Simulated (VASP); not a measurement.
Wanted: the native input for a VASP 6.6.1 run.

```
Task                   : single point
Functional             : r2SCAN
Potentials or basis    : VASP PAW PBE potentials, release 64 (Li_sv, F)
Cutoff                 : 520 eV
k mesh                 : 9 × 9 × 4
Occupations            : gaussian, width 0.01 eV
Spin                   : no spin polarisation
Dipole correction      : no
Further INCAR settings : ALGO = Normal; EDIFF = 1e-06; NBANDS = 18
```

Crystal: LiF.

```xyz
4
Lattice="2.7757 0.0000 0.0000 -1.3879 2.4038 0.0000 0.0000 0.0000 4.7827" Properties=species:S:1:pos:R:3 pbc="T T T"
Li    0.0000    0.0000    0.0000
Li    0.0000    0.0000    2.3913
F     0.0000    1.6026    1.1957
F     1.3879    0.8013    3.5870
```

One way to write it, as run:

POSCAR

```
LiF
1.0
    2.7757075657      0.0000000000      0.0000000000
   -1.3878537829      2.4038332654      0.0000000000
    0.0000000000      0.0000000000      4.7826938478
Li F
2 2
Direct
    0.0000000000      0.0000000000      0.0000000000
    0.0000000000      0.0000000000      0.5000000000
    0.3333333333      0.6666666667      0.2500000000
    0.6666666667      0.3333333333      0.7500000000
```

INCAR.step1

```
ALGO = Normal ; EDIFF = 1E-4
ENCUT = 520 ; GGA = PE
ISMEAR = 0 ; LASPH = T
LCHARG = F ; LREAL = F
LWAVE = T ; NBANDS = 18
NELM = 100 ; PREC = Accurate
SIGMA = 0.01
```

INCAR.step2

```
ALGO = Normal ; EDIFF = 1E-6
ENCUT = 520 ; ISIF = 2
ISMEAR = 0 ; ISTART = 1
LASPH = T ; LCHARG = F
LMIXTAU = T ; LREAL = F
LWAVE = F ; METAGGA = R2SCAN
NBANDS = 18 ; NELM = 100
PREC = Accurate ; SIGMA = 0.01
```

KPOINTS

```
k-points
0
Gamma
  9 9 4
```

Potentials or basis: VASP PAW PBE potentials, release 64 (Li_sv, F).

The run is started by

```sh
$ cat potpaw_PBE.64/Li_sv/POTCAR potpaw_PBE.64/F/POTCAR > POTCAR
$ cp INCAR.step1 INCAR
$ mpirun -np 1 vasp_std > vasp.out
$ cp INCAR.step2 INCAR
$ mpirun -np 1 vasp_std > vasp.out
```

Results of the run:

The band gap on the k mesh is 10.40 eV, direct.

Wall time 32 s on 1 thread of Intel(R) Xeon(R) 6975P-C (Granite Rapids), on a shared host, peak memory 0.15 GiB.
